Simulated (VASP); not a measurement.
# Sb (R-3m) in VASP: further runs

The runs below take Sb through single point, with PBE.

Everything below comes from runs of VASP 6.6.1. Logs are shortened: lines on timing, memory, paths and dates and some standing lists are left out, and cuts for length are marked.

**1. The cell of the first run**

The structure is trigonal, space group R-3m (No. 166). The conventional cell has a = 4.308 Å, b = 4.308 Å, c = 10.823 Å, α = 90.00°, β = 90.00°, γ = 120.00°. Within 3.8 Å of Sb (site symmetry 3m) lie 6 Sb at 2.88 to 3.30 Å.

**2. Single point, PBE**

INCAR

```
SYSTEM = Sb
ALGO     = Normal         ! electronic algorithm
EDIFF    = 1E-7           ! SCF threshold, eV
ENCUT    = 520            ! plane-wave cutoff, eV
GGA      = PE             ! functional
ISIF     = 2              ! what is computed and relaxed
ISMEAR   = -1             ! smearing method
LASPH    = .TRUE.         ! aspherical terms in the spheres
LCHARG   = .FALSE.        ! write CHGCAR
LREAL    = .FALSE.        ! projectors in reciprocal space
LWAVE    = .FALSE.        ! write WAVECAR
NBANDS   = 12             ! bands
NELM     = 100            ! most SCF steps
PREC     = Accurate       ! precision mode
SIGMA    = 0.05           ! smearing width, eV
```

KPOINTS

```
k-points
0
G
  6 6 6
  0 0 0
```

POSCAR

```
Sb
1.0
    2.1542000000      1.2437279499      3.6076800000
   -2.1542000000      1.2437279499      3.6076800000
    0.0000000000     -2.4874558998      3.6076800000
Sb
2
Direct
    0.7665100000      0.7665100000      0.7665100000
    0.2334900000      0.2334900000      0.2334900000
```

Potentials or basis: VASP PAW PBE potentials, release 64 (Sb).

Launch:

```
$ cat potpaw_PBE.64/Sb/POTCAR > POTCAR
$ mpirun -np 1 vasp_std > vasp.out
```

OUTCAR:

```text
SYSTEM = Sb
   EDIFF = 1E-7
   ENCUT = 520
   GGA = PE
   ISIF = 2
   ISMEAR = -1
   LASPH = .TRUE.
   LREAL = .FALSE.
   NELM = 100
   PREC = Accurate

 ion  position               nearest neighbor table
   1  0.767  0.767  0.767-   2 2.88   2 2.88   2 2.88   2 3.30   2 3.30   2 3.30
   2  0.233  0.233  0.233-   1 2.88   1 2.88   1 2.88   1 3.30   1 3.30   1 3.30

  LATTYP: Found a trigonal (rhomboedric) cell.
 ALAT       =     4.3820990217
 COS(alpha) =     0.5166767749

  Lattice vectors:

 A1 = (   2.1542000000,   1.2437279499,   3.6076800000)
 A2 = (  -2.1542000000,   1.2437279499,   3.6076800000)
 A3 = (   0.0000000000,  -2.4874558998,   3.6076800000)

Analysis of symmetry for initial positions (statically):
=====================================================================
 Subroutine PRICEL returns:
 Original cell was already a primitive cell.

 Routine SETGRP: Setting up the symmetry group for a
 trigonal (rhombohedral) supercell.

 Subroutine GETGRP returns: Found 12 space group operations
 (whereof 12 operations were pure point group operations)
 out of a pool of 12 trial point group operations.

The static configuration has the point symmetry D_3d.

Analysis of symmetry for dynamics (positions and initial velocities):
=====================================================================
 Subroutine PRICEL returns:
 Original cell was already a primitive cell.

 Routine SETGRP: Setting up the symmetry group for a
 trigonal (rhombohedral) supercell.

 Subroutine GETGRP returns: Found 12 space group operations
 (whereof 12 operations were pure point group operations)
 out of a pool of 12 trial point group operations.

The dynamic configuration has the point symmetry D_3d.

 Subroutine INISYM returns: Found 12 space group operations
 (whereof 12 operations are pure point group operations),
 and found     1 'primitive' translations

----------------------------------------------------------------------------------------

                                     Primitive cell

  volume of cell :      57.9950

  direct lattice vectors                    reciprocal lattice vectors
     2.154200000  1.243727950  3.607680000     0.232104726  0.134005726  0.092395482
    -2.154200000  1.243727950  3.607680000    -0.232104726  0.134005726  0.092395482
     0.000000000 -2.487455900  3.607680000     0.000000000 -0.268011452  0.092395482

  length of vectors
     4.382099022  4.382099022  4.382099022     0.283490852  0.283490852  0.283490852

  position of ions in fractional coordinates (direct lattice)
     0.766510000  0.766510000  0.766510000
     0.233490000  0.233490000  0.233490000

  ion indices of the primitive-cell ions
   primitive index   ion index
                 1           1
                 2           2

----------------------------------------------------------------------------------------

 KPOINTS: k-points

Automatic generation of k-mesh.
 Grid dimensions read from file:
 generate k-points for:    6    6    6

 Generating k-lattice:

  Cartesian coordinates                     Fractional coordinates (reciprocal lattice)
     0.038684121  0.022334288  0.015399247     0.166666667  0.000000000  0.000000000
    -0.038684121  0.022334288  0.015399247     0.000000000  0.166666667  0.000000000
     0.000000000 -0.044668575  0.015399247     0.000000000  0.000000000  0.166666667

  Length of vectors
     0.047248475  0.047248475  0.047248475

  Shift w.r.t. Gamma in fractional coordinates (k-lattice)
     0.000000000  0.000000000  0.000000000

 Subroutine IBZKPT returns following result:
 ===========================================

 Found     32 irreducible k-points:

 Following reciprocal coordinates:
            Coordinates               Weight
  0.000000  0.000000  0.000000      1.000000
  0.166667  0.000000 -0.000000      6.000000
  0.333333  0.000000  0.000000      6.000000
  0.500000  0.000000 -0.000000      3.000000
  0.166667  0.166667 -0.000000      6.000000
  0.333333  0.166667 -0.000000     12.000000
[... 16 lines left out ...]
  0.500000  0.500000  0.166667      6.000000
 -0.333333  0.500000  0.166667     12.000000
 [... further k-points ...]
   k-points           NKPTS =     32   k-points in BZ     NKDIM =     32   number of bands    NBANDS=     12
   number of dos      NEDOS =    301   number of ions     NIONS =      2
   total plane-waves  NPLWV =  46656
   dimension x,y,z NGX =    36 NGY =   36 NGZ =   36
   dimension x,y,z NGXF=    72 NGYF=   72 NGZF=   72
   ions per type =               2
   NGX,Y,Z   is equivalent  to a cutoff of  13.66, 13.66, 13.66 a.u.
   NGXF,Y,Z  is equivalent  to a cutoff of  27.32, 27.32, 27.32 a.u.
 SYSTEM =  Sb
   PREC   = accura    normal or accurate (medium, high low for compatibility)
   ISTART =      0    job   : 0-new  1-cont  2-samecut
   ICHARG =      2    charge: 1-file 2-atom 10-const
   ISPIN  =      1    spin polarized calculation?
   LNONCOLLINEAR =      F non collinear calculations
   LSORBIT =      F    spin-orbit coupling
   LASPH  =      T    aspherical Exc in radial PAW
   ENCUT  =  520.0 eV  38.22 Ry    6.18 a.u.   8.15  8.15  8.15*2*pi/ulx,y,z
   NELM   =    100;   NELMIN=  2; NELMDL= -5     # of ELM steps
   EDIFF  = 0.1E-06   stopping-criterion for ELM
   LREAL  =      F    real-space projection
   EDIFFG = 0.1E-05   stopping-criterion for IOM
   NSW    =      0    number of steps for IOM
   IBRION =     -1    ionic relax: 0-MD 1-quasi-New 2-CG
   NFREE  =      0    steps in history (QN), initial steepest desc. (CG)
   ISIF   =      2    stress and relaxation
   ISYM   =      2    0-nonsym 1-usesym 2-fastsym
   POTIM  = 0.5000    time-step for ionic-motion
   TEBEG  =    0.0;   TEEND  =   0.0 temperature during run
   PSTRESS=    0.0 pullay stress
   NELECT =      10.0000    total number of electrons
   NUPDOWN=      -1.0000    fix difference up-down
   EMIN   =  10.00;   EMAX   =-10.00  energy-range for DOS
   EFERMI =   0.00;   METHOD = LEGACY
   ISMEAR =    -1;   SIGMA  =   0.05  broadening in eV -4-tet -1-fermi 0-gaus
   EFERMI_NEDOS =   21; number of points for ismear=-14 and -15
   IALGO  =     38    algorithm
   IMIX   =      4    mixing-type and parameters
     AMIX     =   0.40;   BMIX     =  1.00
     AMIX_MAG =   1.60;   BMIX_MAG =  1.00
  volume/ion in A,a.u.               =      29.00       195.68
  Fermi-wavevector in a.u.,A,eV,Ry     =   0.911195  1.721909 11.296592  0.830276
  Thomas-Fermi vector in A             =   2.035446
   LORBIT       =      0    0 simple, 1 ext, 2 COOP (PROOUT), +10 PAW based schemes
   GGA     = PE    functional components
   LHFCALC =     F    Hartree Fock is set to
   AEXX    =    0.0000 exact exchange contribution
   IVDW    =     0    specifies the selected vdW correction
   LEPSILON=     F    determine dielectric tensor
   LRPA    =     F    only Hartree local field effects (RPA)
 non-spin polarized calculation
  energy-cutoff  :      520.00
  volume of cell :       58.00
 maximum number of plane-waves:      1574
 NGX is ok and might be reduce to    36
   NGX = 17   NGY = 17   NGZ = 17

 number of electron      10.0000000 magnetization

 Free energy of the ion-electron system (eV)
  ---------------------------------------------------
  ext. energy  EPLUGINS =         0.00000000
  ---------------------------------------------------
  free energy    TOTEN  =        -8.20699893 eV

  energy without entropy =       -8.20485681  energy(sigma->0) =       -8.20592787

 E-fermi :   7.7785     XC(G=0):  -9.7122

 val. band max:        7.6887725455   @ k =   0.5000   0.5000   0.5000
 cond. band min:       7.8402295171   @ k =   0.3333   0.1667   0.1667
 fundamental gap:      0.1514569716
 Fermi energy:         7.7784789463

 k-point     1 :       0.0000    0.0000    0.0000
  band No.  band energies     occupation
      1      -5.2298      2.00000
      2       3.2717      2.00000
      3       5.7705      2.00000
      4       5.7705      2.00000
      5       5.9399      2.00000
      6       9.9254      0.00000
      7      10.5973      0.00000
      8      10.5973      0.00000
      9      12.6854      0.00000
     10      12.6854      0.00000
     11      13.1241      0.00000
     12      14.2537      0.00000

 k-point     2 :       0.1667    0.0000   -0.0000
  band No.  band energies     occupation
      1      -4.9157      2.00000
      2       1.8518      2.00000
      3       5.7354      2.00000
      4       5.9049      2.00000
      5       6.5127      2.00000
      6       9.5568      0.00000
      7       9.8808      0.00000
      8       9.9405      0.00000
      9      12.2196      0.00000
     10      12.9287      0.00000
     11      12.9817      0.00000
     12      15.9807      0.00000

 k-point     3 :       0.3333    0.0000    0.0000
  band No.  band energies     occupation
      1      -3.9902      2.00000
      2      -0.3745      2.00000
      3       5.7270      2.00000
      4       6.0046      2.00000
      5       7.0574      2.00000
      6       8.4397      0.00000
      7       8.7070      0.00000
      8       8.7896      0.00000
      9      13.5724      0.00000
     10      14.2951      0.00000
     11      14.4822      0.00000
     12      18.8058      0.00000

 k-point     4 :       0.5000    0.0000   -0.0000
  band No.  band energies     occupation
      1      -2.7827      2.00000
      2      -2.0705      2.00000
      3       5.7620      2.00000
      4       6.1350      2.00000
      5       7.5034      1.99188
      6       7.5952      1.95015
      7       8.1985      0.00045
      8       8.2333      0.00022
      9      15.7735      0.00000
     10      16.6329      0.00000
     11      16.7315      0.00000
     12      16.7331      0.00000

 k-point     5 :       0.1667    0.1667   -0.0000
  band No.  band energies     occupation
      1      -4.8260      2.00000
      2       1.8892      2.00000
      3       5.0920      2.00000
      4       5.1198      2.00000
      5       7.3105      1.99983
      6       8.5700      0.00000
      7      10.1160      0.00000
      8      11.1746      0.00000
      9      12.0727      0.00000
     10      13.7094      0.00000
     11      13.7930      0.00000
     12      15.0916      0.00000
[... 228 lines left out ...]
      1      -2.3779      2.00000
      2      -1.5561      2.00000
      3       3.1960      2.00000
      4       3.2637      2.00000
      5       7.0809      2.00000
      6       8.2775      0.00009
      7      12.0433      0.00000
      8      12.4786      0.00000
      9      13.1804      0.00000
     10      13.7813      0.00000
     11      17.5199      0.00000
     12      17.6692      0.00000

 k-point    22 :      -0.1667    0.3333    0.1667
  band No.  band energies     occupation
      1      -3.2435      2.00000
      2      -0.6491      2.00000
      3       3.3418      2.00000
      4       4.2617      2.00000
      5       6.1454      2.00000
      6       9.1472      0.00000
      7      11.1254      0.00000
      8      11.4223      0.00000
      9      12.9903      0.00000
     10      15.8050      0.00000
     11      15.9258      0.00000
     12      17.0480      0.00000

 k-point    23 :       0.5000    0.5000    0.1667
  band No.  band energies     occupation
      1      -3.0004      2.00000
      2      -0.3527      2.00000
      3       2.4058      2.00000
      4       4.1550      2.00000
      5       4.7413      2.00000
      6       9.9444      0.00000
      7      11.6530      0.00000
      8      12.5152      0.00000
      9      13.7204      0.00000
     10      16.8386      0.00000
     11      17.0965      0.00000
     12      17.8276      0.00000

 k-point    24 :      -0.3333    0.5000    0.1667
  band No.  band energies     occupation
      1      -2.4019      2.00000
      2      -1.0028      2.00000
      3       2.2237      2.00000
      4       3.1477      2.00000
      5       5.9267      2.00000
      6       9.7813      0.00000
      7      11.0384      0.00000
      8      13.7349      0.00000
      9      13.8971      0.00000
     10      15.0546      0.00000
     11      17.8056      0.00000
     12      18.4902      0.00000

 [... further k-points ...]
[... 5 lines left out ...]
  --------------------------------------------------------------------------------------
  -------------------------------------------------------------------------------------
  Total        1.7929771      1.7929771      2.1073424      0.0000000      0.0000000      0.0000000
  in kB       49.5330026     49.5330026     58.2176947      0.0000000      0.0000000      0.0000000
  external PRESSURE =      52.4279000 kB  Pullay stress =       0.0000000 kB

 VOLUME and BASIS-vectors are now :
 -----------------------------------------------------------------------------
  energy-cutoff  :      520.00
  volume of cell :       58.00
      direct lattice vectors                 reciprocal lattice vectors
     2.154200000  1.243727950  3.607680000     0.232104726  0.134005726  0.092395482
    -2.154200000  1.243727950  3.607680000    -0.232104726  0.134005726  0.092395482
     0.000000000 -2.487455900  3.607680000     0.000000000 -0.268011452  0.092395482

 POSITION                                       TOTAL-FORCE (eV/Angst)
 -----------------------------------------------------------------------------------
      0.00000      0.00000      8.29597         0.000000      0.000000     -0.366601
      0.00000      0.00000      2.52707         0.000000     -0.000000      0.366601
 -----------------------------------------------------------------------------------
    total drift:                                0.000000     -0.000000     -0.000000

  FREE ENERGIE OF THE ION-ELECTRON SYSTEM (eV)
  ---------------------------------------------------
  free  energy   TOTEN  =        -8.2069989329 eV

  energy  without entropy=       -8.2048568148  energy(sigma->0) =       -8.20592787
```

It took 70 s on 1 thread of AMD EPYC 7R13, shared host; peak memory 0.17 GiB.

What came out:

```
Free energy            : -8.2070 eV
Pressure               : 5.2 GPa
Largest force          : 0.367 eV/Å
Band gap on the k mesh : zero (band 5 reaches 7.84 eV, above the bottom of band 6 at 7.60 eV)
```

Forces on the atoms (eV/Å):
```
Sb   0.000  0.000 -0.367
Sb   0.000  0.000  0.367
```

Caveat: spin-orbit coupling is left out, which moves the levels of the heavy elements.

**3. Single point, PBE**

This run uses another cell than the first one, of 29.60 Å³/atom, 1.021 times its volume.

INCAR

```
SYSTEM = Sb
  PREC = Accurate
  ENCUT = 520
  EDIFF = 1E-6
  ISMEAR = -1
  SIGMA = 0.05
  LREAL = .False.
  LASPH = .True.
  NELM = 60
  ALGO = Normal
  ISIF = 2
  LWAVE = .False.
  LCHARG = .True.
  GGA = PE
  LELF = .True.
  LVHAR = .True.
  NBANDS = 12
```

KPOINTS

```
regular mesh
0
Gamma
  6 6 6
  0 0 0
```

POSCAR

```
Sb
1.0
    2.1542000000      1.2437279499      3.6828400000
   -2.1542000000      1.2437279499      3.6828400000
    0.0000000000     -2.4874558998      3.6828400000
Sb
2
Direct
    0.7665100000      0.7665100000      0.7665100000
    0.2334900000      0.2334900000      0.2334900000
```

Potentials or basis: VASP PAW PBE potentials, release 64 (Sb).

Launch:

```
$ cat potpaw_PBE.64/Sb/POTCAR > POTCAR
$ mpirun -np 1 vasp_std > vasp.out
```

Run time: 70 s. Hardware: 1 thread of AMD EPYC 7R13, shared host; peak memory 0.17 GiB.

The run converged. Its results:

- Free energy: -8.2443 eV
- Pressure: 4.0 GPa
- Largest force: 0.242 eV/Å
- Band gap on the k mesh: zero (band 5 reaches 7.60 eV, above the bottom of band 6 at 7.33 eV)

Forces in eV/Å, atoms in the order of the input:
```
Sb   0.000  0.000 -0.242
Sb   0.000  0.000  0.242
```

Stress tensor (GPa, compression positive):
```
3.90 0.00 0.00
0.00 3.90 0.00
0.00 0.00 4.12
```

Levels at points of the mesh, in eV from the Fermi level:
```
           k point  band 2  band 3  band 4  band 5  band 6  band 7  band 8  band 9
(0.00, 0.00, 0.00)   -4.69   -1.99   -1.94   -1.94    2.07    2.72    2.72    4.96
(0.50, 0.00, 0.00)   -9.77   -2.02   -1.77   -0.31   -0.23    0.28    0.43    7.75
(0.50, 0.50, 0.00)   -8.04   -5.58   -3.85   -3.81    1.43    5.08    5.59    7.16
(0.50, 0.50, 0.50)   -9.06   -1.45   -1.45   -0.61   -0.01   -0.01    1.04    7.11
```

Caveat: spin-orbit coupling is left out, which moves the levels of the heavy elements.

**4. Single point, PBE**

This run uses another cell than the first one, of 29.90 Å³/atom, 1.031 times its volume.

INCAR

```
SYSTEM = Sb
PREC     = Accurate       ! precision mode
ENCUT    = 520            ! plane-wave cutoff, eV
EDIFF    = 1E-7           ! SCF threshold, eV
ISMEAR   = -1             ! smearing method
SIGMA    = 0.05           ! smearing width, eV
LREAL    = .False.        ! projectors in reciprocal space
LASPH    = .True.         ! aspherical terms in the spheres
NELM     = 80             ! most SCF steps
ALGO     = Normal         ! electronic algorithm
ISIF     = 2              ! what is computed and relaxed
LWAVE    = .False.        ! write WAVECAR
LCHARG   = .False.        ! write CHGCAR
GGA      = PE             ! functional
NBANDS   = 12             ! bands
```

KPOINTS is that of step 3.

POSCAR

```
Sb
1.0
    2.1542000000      1.2437279499      3.7204200000
   -2.1542000000      1.2437279499      3.7204200000
    0.0000000000     -2.4874558998      3.7204200000
Sb
2
Direct
    0.7665100000      0.7665100000      0.7665100000
    0.2334900000      0.2334900000      0.2334900000
```

Launch:

```
$ cat potpaw_PBE.64/Sb/POTCAR > POTCAR
$ mpirun -np 1 vasp_std > vasp.out
```

Run time: 70 s. Hardware: 1 thread of AMD EPYC 7R13, shared host; peak memory 0.17 GiB.

The run converged. Its results:

| Property | Result |
| --- | --- |
| Free energy | -8.2584 eV |
| Pressure | 3.4 GPa |
| Largest force | 0.178 eV/Å |
| Band gap on the k mesh | zero (band 5 reaches 7.48 eV, above the bottom of band 6 at 7.20 eV) |

Forces in eV/Å, atoms in the order of the input:
```
Sb   0.000  0.000 -0.178
Sb   0.000  0.000  0.178
```

Stress tensor (GPa, compression positive):
```
3.41 0.00 0.00
0.00 3.41 0.00
0.00 0.00 3.34
```

Levels at points of the mesh, in eV from the Fermi level:
```tsv
k point	band 2	band 3	band 4	band 5	band 6	band 7	band 8	band 9
(0.00, 0.00, 0.00)	-4.77	-2.06	-1.90	-1.90	2.04	2.68	2.68	4.99
(0.50, 0.00, 0.00)	-9.73	-2.01	-1.83	-0.33	-0.25	0.21	0.43	7.63
(0.50, 0.50, 0.00)	-8.05	-5.54	-3.81	-3.78	1.45	4.98	5.53	7.03
(0.50, 0.50, 0.50)	-9.05	-1.41	-1.41	-0.57	0.03	0.03	1.06	7.02
```

Caveat: spin-orbit coupling is left out, which moves the levels of the heavy elements.

[end of part 1 of 2]
